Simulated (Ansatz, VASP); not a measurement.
Pt: VASP beside Ansatz

The input INCAR:

```
PREC = Accurate
ENCUT = 520
EDIFF = 1E-6
ISMEAR = 0
SIGMA = 0.15
LREAL = False
LASPH = True
NELM = 60
ALGO = Normal
ISIF = 2
LWAVE = False
LCHARG = True
GGA = PS
LELF = True
LVHAR = True
NBANDS = 11
```

KPOINTS

```
regular mesh
0
Gamma
  20 20 20
```

File POSCAR:

```
Pt
1.0
    0.0000000000      1.8600050000      2.0557950000
    1.8600050000      0.0000000000      2.0557950000
    1.8600050000      1.8600050000      0.0000000000
Pt
1
Direct
    0.0000000000      0.0000000000      0.0000000000
```

Input for Ansatz:

```yaml
crystal:
  lattice:
    - [0.0, 1.860005, 2.055795]
    - [1.860005, 0.0, 2.055795]
    - [1.860005, 1.860005, 0.0]
  atoms:
    - { symbol: Pt, position: [0.0, 0.0, 0.0] }
basis:
  ecutwfc: 420
kpoints:
  mp_grid: { grid: [20, 20, 20] }
hamiltonian:
  xc: pbesol
scf:
  occupations: { method: gaussian, width: 0.15 }
output:
  forces: true
  stress: true
  eigenvalues: true
  write_density: true
  write_potential: true
  elf: true
  volumetric_format: npy
```

Change from the starting cell: strain -0.050 along x and y, +0.050 along z, atoms carried along.

Alike in both runs: task single point; functional PBEsol; k mesh 20 × 20 × 20; occupations gaussian, width 0.15 eV; no spin polarisation.

|  | VASP | Ansatz |
| --- | --- | --- |
| version | VASP 6.6.1 | Ansatz 0.2.0 |
| potentials or method | VASP PAW PBE potentials, release 64 (Pt), cutoff 520 eV | scalar-relativistic, plane waves, PAW |
| valence electrons in the cell | 10 | 18 |

VASP gave:

| Item | Value |
| --- | --- |
| gap on the k mesh at the Fermi level (eV) | none |
| pressure (GPa) | 19.9 |
| traceless stress, the component that is largest in VASP (GPa) | -11.10 |

Problem. Which values does Ansatz return?

Solution. gap on the k mesh at the Fermi level (eV): none; pressure (GPa): 20.3; traceless stress, the component that is largest in VASP (GPa): -11.13.

VASP's potentials were made for PBE, not for PBEsol. A gap of «none» marks a metal or a gap that the smearing closes. With one functional, cell and mesh, what is left measures potentials, basis and numerics. VASP's potentials hold 10 valence electrons a cell and Ansatz's 18, so a difference there can come from the potentials and not from the codes.

Neither program's run includes spin-orbit coupling.
